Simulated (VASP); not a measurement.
# Cr (P6_3/mmc) in VASP: notebook, part 2 of 2

VASP 6.6.1. Earlier steps stand in the parts before.

## 3. Single point, LDA, collinear spin, ferromagnetic start

This run uses another cell than the first one, of 13.22 Å³/atom, 0.940 times its volume.

Input file INCAR:

```
SYSTEM = Cr
PREC = Accurate
ENCUT = 520
EDIFF = 1E-6
ISMEAR = -1
SIGMA = 0.05
LREAL = .FALSE.
LASPH = .TRUE.
NELM = 150
ALGO = Fast
ISIF = 2
LWAVE = .FALSE.
LCHARG = .FALSE.
ISPIN = 2
MAGMOM = 3 3
LORBIT = 11
LMAXMIX = 4
GGA = CA
NBANDS = 23
```

Input file KPOINTS:

```
regular mesh
0
G
  11 11 6
  0 0 0
```

Input file POSCAR:

```
Cr
1.0
    2.6585966991      0.0000000000      0.0000000000
   -1.3292983495      2.3024122798      0.0000000000
    0.0000000000      0.0000000000      4.3199747394
Cr
2
Direct
    0.6666666667      0.3333333333      0.7500000000
    0.3333333333      0.6666666667      0.2500000000
```

Potentials or basis: VASP PAW LDA potentials, release 64 (Cr_pv).

On the command line:

```console
> cat potpaw_LDA.64/Cr_pv/POTCAR > POTCAR
> mpirun -np 1 vasp_std > vasp.out
```

OUTCAR:

```text
SYSTEM = Cr
   PREC = Accurate
   ENCUT = 520
   EDIFF = 1E-6
   ISMEAR = -1
   LREAL = .FALSE.
   LASPH = .TRUE.
   NELM = 150
   ISIF = 2
   ISPIN = 2
   LORBIT = 11
   GGA = CA

 ion  position               nearest neighbor table
   1  0.667  0.333  0.750-   2 2.65   2 2.65   2 2.65   2 2.65   2 2.65   2 2.65
   2  0.333  0.667  0.250-   1 2.65   1 2.65   1 2.65   1 2.65   1 2.65   1 2.65

  LATTYP: Found a hexagonal cell.
 ALAT       =     2.6585966991
 C/A-ratio  =     1.6249078850

  Lattice vectors:

 A1 = (   2.6585966991,   0.0000000000,   0.0000000000)
 A2 = (  -1.3292983495,   2.3024122798,   0.0000000000)
 A3 = (   0.0000000000,   0.0000000000,   4.3199747394)

Analysis of symmetry for initial positions (statically):
=====================================================================
 Subroutine PRICEL returns:
 Original cell was already a primitive cell.

 Routine SETGRP: Setting up the symmetry group for a
 hexagonal supercell.

 Subroutine GETGRP returns: Found 24 space group operations
 (whereof 12 operations were pure point group operations)
 out of a pool of 24 trial point group operations.

The static configuration has the point symmetry D_3d.
 The point group associated with its full space group is D_6h.

Analysis of symmetry for dynamics (positions and initial velocities):
=====================================================================
 Subroutine PRICEL returns:
 Original cell was already a primitive cell.

 Routine SETGRP: Setting up the symmetry group for a
 hexagonal supercell.

 Subroutine GETGRP returns: Found 24 space group operations
 (whereof 12 operations were pure point group operations)
 out of a pool of 24 trial point group operations.

The dynamic configuration has the point symmetry D_3d.
 The point group associated with its full space group is D_6h.

Analysis of structural, dynamic, and magnetic symmetry:
=====================================================================
 Subroutine PRICEL returns:
 Original cell was already a primitive cell.
[... 146 lines left out ...]
   NGX =  9   NGY =  9   NGZ = 17

 number of electron      23.9999988 magnetization       0.0161805

 Free energy of the ion-electron system (eV)
  ---------------------------------------------------
  ext. energy  EPLUGINS =         0.00000000
  ---------------------------------------------------
  free energy    TOTEN  =       -19.84639540 eV

  energy without entropy =      -19.80381676  energy(sigma->0) =      -19.82510608

 E-fermi :   8.7950     XC(G=0): -13.2095

 val. band max:        8.7935070080   @ k =   0.0909   0.0909   0.1667
 cond. band min:       8.7976776043   @ k =   0.2727   0.0909   0.0000
 fundamental gap:      0.0041705963
 Fermi energy:         8.7949599118

 spin component 1

 k-point     1 :       0.0000    0.0000    0.0000
  band No.  band energies     occupation
      1     -33.9464      1.00000
      2     -33.4391      1.00000
      3     -33.4391      1.00000
      4     -33.3559      1.00000
      5     -33.3559      1.00000
      6     -33.3256      1.00000
[... 613 lines left out ...]
     22      22.7259      0.00000
     23      24.6533      0.00000

 [... further k-points ...]

 spin component 2

 k-point     1 :       0.0000    0.0000    0.0000
  band No.  band energies     occupation
      1     -33.9396      1.00000
      2     -33.4323      1.00000
      3     -33.4323      1.00000
      4     -33.3490      1.00000
      5     -33.3490      1.00000
      6     -33.3187      1.00000
[... 613 lines left out ...]
     22      22.7299      0.00000
     23      24.6571      0.00000

 [... further k-points ...]
[... 5 lines left out ...]
  --------------------------------------------------------------------------------------
  -------------------------------------------------------------------------------------
  Total       -5.9605928     -5.9605928     -4.3424157     -0.0000000     -0.0000000     -0.0000000
  in kB     -361.1463897   -361.1463897   -263.1026490     -0.0000000     -0.0000000     -0.0000000
  external PRESSURE =    -328.4651428 kB  Pullay stress =       0.0000000 kB

 VOLUME and BASIS-vectors are now :
 -----------------------------------------------------------------------------
  energy-cutoff  :      520.00
  volume of cell :       26.44
      direct lattice vectors                 reciprocal lattice vectors
     2.658596699  0.000000000  0.000000000     0.376138284  0.217163539  0.000000000
    -1.329298349  2.302412280  0.000000000     0.000000000  0.434327079  0.000000000
     0.000000000  0.000000000  4.319974739     0.000000000  0.000000000  0.231482835

 POSITION                                       TOTAL-FORCE (eV/Angst)
 -----------------------------------------------------------------------------------
      1.32930      0.76747      3.23998        -0.000000      0.000000      0.000000
     -0.00000      1.53494      1.07999         0.000000     -0.000000      0.000000
 -----------------------------------------------------------------------------------
    total drift:                                0.000000     -0.000000      0.000000

  FREE ENERGIE OF THE ION-ELECTRON SYSTEM (eV)
  ---------------------------------------------------
  free  energy   TOTEN  =       -19.8463954045 eV

  energy  without entropy=      -19.8038167604  energy(sigma->0) =      -19.82510608

 total charge

# of ion       s       p       d       tot
------------------------------------------
    1        0.394   6.301   4.130  10.826
    2        0.394   6.301   4.130  10.826
--------------------------------------------------
tot          0.789  12.601   8.261  21.651

 magnetization (x)

# of ion       s       p       d       tot
------------------------------------------
    1        0.000   0.000   0.007   0.007
    2        0.000   0.000   0.007   0.007
--------------------------------------------------
tot          0.000   0.000   0.014   0.014
```

stdout:

```text
POSCAR found type information on POSCAR Cr
 POSCAR found :  1 types and       2 ions
 scaLAPACK will be used
 LDA part: xc-table for (Slater(with rela. corr.)+CA(PZ))
 , standard interpolation
 POSCAR, INCAR and KPOINTS ok, starting setup
 FFT: planning ... GRIDC
 FFT: planning ... GRID_SOFT
 FFT: planning ... GRID
 WAVECAR not read
 entering main loop
WARNING in EDDRMM: call to ZHEGV failed, returncode =   6  3     18
```

It took 35 s on 1 thread of Intel Xeon 6975P-C (Granite Rapids), shared host; peak memory 0.16 GiB.

Results:

| Item | Value |
| --- | --- |
| Free energy | -19.8464 eV |
| Pressure | -32.8 GPa |
| Band gap on the k mesh | zero (filled and empty bands overlap) |
| Net moment | 0.02 μB per cell |
| Valence electrons inside the program's atomic spheres | Cr 10.83 |

Stress tensor (GPa, compression positive):
```
-36.11   0.00   0.00
  0.00 -36.11   0.00
  0.00   0.00 -26.31
```

Levels at points of the mesh, in eV from the Fermi level:
Spin up:
| k point | band 10 | band 11 | band 12 | band 13 | band 14 | band 15 |
| --- | --- | --- | --- | --- | --- | --- |
| (0.00, 0.00, 0.00) | -0.35 | -0.35 | 0.07 | 0.07 | 0.56 | 0.56 |
| (0.00, 0.00, 0.50) | -0.91 | -0.41 | -0.41 | -0.41 | -0.41 | 1.55 |
Spin down:
```tsv
k point	band 9	band 10	band 11	band 12	band 13	band 14	band 15	band 16
(0.00, 0.00, 0.00)	-0.36	-0.34	-0.34	0.07	0.07	0.57	0.57	0.74
(0.00, 0.00, 0.50)	-0.90	-0.90	-0.40	-0.40	-0.40	-0.40	1.56	1.56
```

Caveat: the starting moments collapsed, and a magnetic state may lie lower.

## 4. Single point, PBEsol, collinear spin, ferromagnetic start

This run uses another cell than the first one, of 13.22 Å³/atom, 0.940 times its volume.

Input file INCAR:

```
SYSTEM = Cr
PREC = Accurate
ENCUT = 520
EDIFF = 1E-6
ISMEAR = -1
SIGMA = 0.05
LREAL = .False.
LASPH = .True.
NELM = 150
ALGO = Normal
ISIF = 2
LWAVE = .False.
LCHARG = .False.
ISPIN = 2
MAGMOM = 3 3
LORBIT = 11
LMAXMIX = 4
GGA = PS
NBANDS = 23
```

Input file KPOINTS:

```
Automatic mesh
0
Gamma
  11 11 6
  0 0 0
```

POSCAR is that of step 3.

Potentials or basis: VASP PAW PBE potentials, release 64 (Cr_pv).

On the command line:

```console
> cat potpaw_PBE.64/Cr_pv/POTCAR > POTCAR
> mpirun -np 1 vasp_std > vasp.out
```

Wall time 34 s (1 thread of Intel Xeon 6975P-C (Granite Rapids), shared host); peak memory 0.18 GiB.

The run converged. Its results:

| Item | Value |
| --- | --- |
| Free energy | -19.2248 eV |
| Pressure | -26.8 GPa |
| Net moment | 0.89 μB per cell |
| Site moments | Cr +0.41 μB |
| Valence electrons inside the program's atomic spheres | Cr 10.81 |

Stress tensor (GPa, compression positive):
```
-29.71   0.00   0.00
  0.00 -29.71   0.00
  0.00   0.00 -20.98
```

Levels at points of the mesh, in eV from the Fermi level:
Spin up:
```tsv
k point	band 10	band 11	band 12	band 13	band 14	band 15	band 16	band 17
(0.00, 0.00, 0.00)	-0.51	-0.49	-0.10	-0.10	0.39	0.39	0.56	1.75
(0.00, 0.00, 0.50)	-1.04	-0.57	-0.57	-0.57	-0.57	1.38	1.38	1.38
```
Spin down:
| k point | band 10 | band 11 | band 12 | band 13 | band 14 | band 15 |
| --- | --- | --- | --- | --- | --- | --- |
| (0.00, 0.00, 0.00) | -0.14 | -0.14 | 0.28 | 0.28 | 0.73 | 0.81 |
| (0.00, 0.00, 0.50) | -0.76 | -0.20 | -0.20 | -0.20 | -0.20 | 1.81 |

Caveat: the PAW data sets were made with another functional, which shifts forces and pressure a little.

## 5. Single point, LDA, collinear spin, ferromagnetic start

This run uses another cell than the first one, of 13.50 Å³/atom, 0.960 times its volume.

Input file INCAR:

```
ALGO = Normal ; EDIFF = 1E-6
ENCUT = 520 ; GGA = CA
ISIF = 2 ; ISMEAR = -1
ISPIN = 2 ; LASPH = True
LCHARG = False ; LMAXMIX = 4
LORBIT = 11 ; LREAL = False
LWAVE = False ; MAGMOM = 3 3
NBANDS = 23 ; NELM = 150
PREC = Accurate ; SIGMA = 0.05
```

Input file KPOINTS:

```
k-points
0
Gamma
  11 11 6
```

Input file POSCAR:

```
Cr
1.0
    2.6773198279      0.0000000000      0.0000000000
   -1.3386599139      2.3186269850      0.0000000000
    0.0000000000      0.0000000000      4.3503980991
Cr
2
Direct
    0.6666666667      0.3333333333      0.7500000000
    0.3333333333      0.6666666667      0.2500000000
```

Potentials or basis: VASP PAW LDA potentials, release 64 (Cr_pv).

On the command line:

```console
> cat potpaw_LDA.64/Cr_pv/POTCAR > POTCAR
> mpirun -np 1 vasp_std > vasp.out
```

OUTCAR:

```text
EDIFF = 1E-6
   ENCUT = 520
   GGA = CA
   ISIF = 2
   ISMEAR = -1
   ISPIN = 2
   LASPH = True
   LORBIT = 11
   LREAL = False
   NELM = 150
   PREC = Accurate

 ion  position               nearest neighbor table
   1  0.667  0.333  0.750-   2 2.67   2 2.67   2 2.67   2 2.67   2 2.67   2 2.67
   2  0.333  0.667  0.250-   1 2.67   1 2.67   1 2.67   1 2.67   1 2.67   1 2.67

  LATTYP: Found a hexagonal cell.
 ALAT       =     2.6773198279
 C/A-ratio  =     1.6249078850

  Lattice vectors:

 A1 = (   2.6773198279,   0.0000000000,   0.0000000000)
 A2 = (  -1.3386599139,   2.3186269850,   0.0000000000)
 A3 = (   0.0000000000,   0.0000000000,   4.3503980991)

Analysis of symmetry for initial positions (statically):
=====================================================================
 Subroutine PRICEL returns:
 Original cell was already a primitive cell.

 Routine SETGRP: Setting up the symmetry group for a
 hexagonal supercell.

 Subroutine GETGRP returns: Found 24 space group operations
 (whereof 12 operations were pure point group operations)
 out of a pool of 24 trial point group operations.

The static configuration has the point symmetry D_3d.
 The point group associated with its full space group is D_6h.

Analysis of symmetry for dynamics (positions and initial velocities):
=====================================================================
 Subroutine PRICEL returns:
 Original cell was already a primitive cell.

 Routine SETGRP: Setting up the symmetry group for a
 hexagonal supercell.

 Subroutine GETGRP returns: Found 24 space group operations
 (whereof 12 operations were pure point group operations)
 out of a pool of 24 trial point group operations.

The dynamic configuration has the point symmetry D_3d.
 The point group associated with its full space group is D_6h.

Analysis of structural, dynamic, and magnetic symmetry:
=====================================================================
 Subroutine PRICEL returns:
 Original cell was already a primitive cell.

 Routine SETGRP: Setting up the symmetry group for a
 hexagonal supercell.

 Subroutine GETGRP returns: Found 24 space group operations
 (whereof 12 operations were pure point group operations)
 out of a pool of 24 trial point group operations.

The overall configuration has the point symmetry D_3d.
 The point group associated with its full space group is D_6h.

 Subroutine INISYM returns: Found 24 space group operations
 (whereof 12 operations are pure point group operations),
 and found     1 'primitive' translations

----------------------------------------------------------------------------------------

                                     Primitive cell

  volume of cell :      27.0060

  direct lattice vectors                    reciprocal lattice vectors
     2.677319828  0.000000000  0.000000000     0.373507860  0.215644864  0.000000000
    -1.338659914  2.318626985  0.000000000     0.000000000  0.431289727  0.000000000
     0.000000000  0.000000000  4.350398099     0.000000000  0.000000000  0.229864021

  length of vectors
     2.677319828  2.677319828  4.350398099     0.431289727  0.431289727  0.229864021

  position of ions in fractional coordinates (direct lattice)
     0.666666667  0.333333333  0.750000000
     0.333333333  0.666666667  0.250000000

  ion indices of the primitive-cell ions
[... 64 lines left out ...]
   NGXF,Y,Z  is equivalent  to a cutoff of  24.84, 24.84, 24.46 a.u.
 SYSTEM =  unknown system
   PREC   = accura    normal or accurate (medium, high low for compatibility)
   ISTART =      0    job   : 0-new  1-cont  2-samecut
   ICHARG =      2    charge: 1-file 2-atom 10-const
   ISPIN  =      2    spin polarized calculation?
   LNONCOLLINEAR =      F non collinear calculations
   LSORBIT =      F    spin-orbit coupling
   LASPH  =      T    aspherical Exc in radial PAW
   ENCUT  =  520.0 eV  38.22 Ry    6.18 a.u.   4.98  4.98  8.09*2*pi/ulx,y,z
   NELM   =    150;   NELMIN=  2; NELMDL= -5     # of ELM steps
   EDIFF  = 0.1E-05   stopping-criterion for ELM
   LREAL  =      F    real-space projection
   EDIFFG = 0.1E-04   stopping-criterion for IOM
   NSW    =      0    number of steps for IOM
   IBRION =     -1    ionic relax: 0-MD 1-quasi-New 2-CG
   NFREE  =      0    steps in history (QN), initial steepest desc. (CG)
   ISIF   =      2    stress and relaxation
   ISYM   =      2    0-nonsym 1-usesym 2-fastsym
   POTIM  = 0.5000    time-step for ionic-motion
   TEBEG  =    0.0;   TEEND  =   0.0 temperature during run
   PSTRESS=    0.0 pullay stress
   NELECT =      24.0000    total number of electrons
   NUPDOWN=      -1.0000    fix difference up-down
   EMIN   =  10.00;   EMAX   =-10.00  energy-range for DOS
   EFERMI =   0.00;   METHOD = LEGACY
   ISMEAR =    -1;   SIGMA  =   0.05  broadening in eV -4-tet -1-fermi 0-gaus
   EFERMI_NEDOS =   21; number of points for ismear=-14 and -15
   IALGO  =     38    algorithm
   IMIX   =      4    mixing-type and parameters
     AMIX     =   0.40;   BMIX     =  1.00
     AMIX_MAG =   1.60;   BMIX_MAG =  1.00
  volume/ion in A,a.u.               =      13.50        91.12
  Fermi-wavevector in a.u.,A,eV,Ry     =   1.573953  2.974341 33.706111  2.477329
  Thomas-Fermi vector in A             =   2.675160
   LORBIT       =     11    0 simple, 1 ext, 2 COOP (PROOUT), +10 PAW based schemes
   GGA     = CA    functional components
   LHFCALC =     F    Hartree Fock is set to
   AEXX    =    0.0000 exact exchange contribution
   IVDW    =     0    specifies the selected vdW correction
   LEPSILON=     F    determine dielectric tensor
   LRPA    =     F    only Hartree local field effects (RPA)
 spin polarized calculation
  energy-cutoff  :      520.00
  volume of cell :       27.01
 maximum number of plane-waves:       756
 NGX is ok and might be reduce to    20
   NGX =  9   NGY =  9   NGZ = 17

 number of electron      23.9999982 magnetization       0.1311469

 Free energy of the ion-electron system (eV)
  ---------------------------------------------------
  ext. energy  EPLUGINS =         0.00000000
  ---------------------------------------------------
  free energy    TOTEN  =       -19.72698082 eV

  energy without entropy =      -19.68339292  energy(sigma->0) =      -19.70518687

 E-fermi :   8.5335     XC(G=0): -13.0922

 val. band max:        8.5333797606   @ k =   0.1818  -0.0000   0.3333
 cond. band min:       8.5361898504   @ k =   0.0000   0.0000   0.1667
 fundamental gap:      0.0028100898
 Fermi energy:         8.5335279151

 spin component 1

 k-point     1 :       0.0000    0.0000    0.0000
  band No.  band energies     occupation
      1     -34.2183      1.00000
      2     -33.7489      1.00000
      3     -33.7489      1.00000
      4     -33.6709      1.00000
      5     -33.6709      1.00000
      6     -33.6399      1.00000
[... 613 lines left out ...]
     22      22.2116      0.00000
     23      24.1187      0.00000

 [... further k-points ...]

 spin component 2

 k-point     1 :       0.0000    0.0000    0.0000
  band No.  band energies     occupation
      1     -34.1635      1.00000
      2     -33.6927      1.00000
      3     -33.6927      1.00000
      4     -33.6147      1.00000
      5     -33.6147      1.00000
      6     -33.5843      1.00000
[... 613 lines left out ...]
     22      22.2435      0.00000
     23      24.1495      0.00000

 [... further k-points ...]
[... 5 lines left out ...]
  --------------------------------------------------------------------------------------
  -------------------------------------------------------------------------------------
  Total       -6.4263960     -6.4263960     -4.8501426     -0.0000000      0.0000000      0.0000000
  in kB     -381.2570843   -381.2570843   -287.7431195     -0.0000000      0.0000000      0.0000000
  external PRESSURE =    -350.0857627 kB  Pullay stress =       0.0000000 kB

 VOLUME and BASIS-vectors are now :
 -----------------------------------------------------------------------------
  energy-cutoff  :      520.00
  volume of cell :       27.01
      direct lattice vectors                 reciprocal lattice vectors
     2.677319828  0.000000000  0.000000000     0.373507860  0.215644864  0.000000000
    -1.338659914  2.318626985  0.000000000     0.000000000  0.431289727  0.000000000
     0.000000000  0.000000000  4.350398099     0.000000000  0.000000000  0.229864021

 POSITION                                       TOTAL-FORCE (eV/Angst)
 -----------------------------------------------------------------------------------
      1.33866      0.77288      3.26280         0.000000      0.000000      0.000000
     -0.00000      1.54575      1.08760        -0.000000      0.000000      0.000000
 -----------------------------------------------------------------------------------
    total drift:                               -0.000000      0.000000     -0.000000

  FREE ENERGIE OF THE ION-ELECTRON SYSTEM (eV)
  ---------------------------------------------------
  free  energy   TOTEN  =       -19.7269808239 eV

  energy  without entropy=      -19.6833929205  energy(sigma->0) =      -19.70518687

 total charge

# of ion       s       p       d       tot
------------------------------------------
    1        0.388   6.291   4.113  10.791
    2        0.388   6.291   4.113  10.791
--------------------------------------------------
tot          0.777  12.581   8.225  21.583

 magnetization (x)

# of ion       s       p       d       tot
------------------------------------------
    1        0.000   0.002   0.057   0.059
    2        0.000   0.002   0.057   0.059
--------------------------------------------------
tot          0.001   0.004   0.114   0.118
```

stdout:

```text
POSCAR found type information on POSCAR Cr
 POSCAR found :  1 types and       2 ions
 scaLAPACK will be used
 LDA part: xc-table for (Slater(with rela. corr.)+CA(PZ))
 , standard interpolation
 POSCAR, INCAR and KPOINTS ok, starting setup
 FFT: planning ... GRIDC
 FFT: planning ... GRID_SOFT
 FFT: planning ... GRID
 WAVECAR not read
 entering main loop
```

Wall time 29 s (1 thread of Intel Xeon 6975P-C (Granite Rapids), shared host); peak memory 0.17 GiB.

What came out:

| Quantity | Value |
| --- | --- |
| Free energy | -19.7270 eV |
| Pressure | -35.0 GPa |
| Net moment | 0.13 μB per cell |
| Site moments | Cr +0.06 μB |
| Valence electrons inside the program's atomic spheres | Cr 10.79 |

Stress tensor (GPa, compression positive):
```
-38.13   0.00   0.00
  0.00 -38.13   0.00
  0.00   0.00 -28.77
```

Caveat: the starting moments collapsed, and a magnetic state may lie lower.
